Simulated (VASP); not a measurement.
Input of a VASP 6.6.1 run:

File INCAR:

```
SYSTEM = Sb
ALGO = Normal ; EDIFF = 1E-6
ENCUT = 520 ; GGA = CA
ISIF = 2 ; ISMEAR = -1
LASPH = .TRUE. ; LCHARG = .FALSE.
LREAL = .FALSE. ; LWAVE = .FALSE.
NBANDS = 8 ; NELM = 80
PREC = Accurate ; SIGMA = 0.05
```

File KPOINTS:

```
k-points
0
G
  8 8 8
  0 0 0
```

POSCAR

```
Sb
1.0
    3.2219765189      0.0000000000      0.0000000000
    0.0000000000      3.2219765189      0.0000000000
    0.0000000000      0.0000000000      3.2219765189
Sb
1
Direct
    0.0000000000      0.0000000000      0.0000000000
```

Potentials or basis: VASP PAW LDA potentials, release 64 (Sb).

Command:

```sh
$ cat potpaw_LDA.64/Sb/POTCAR > POTCAR
$ mpirun -np 1 vasp_std > vasp.out
```

Question: What does it give for the pressure?

Answer: -7.6 GPa.
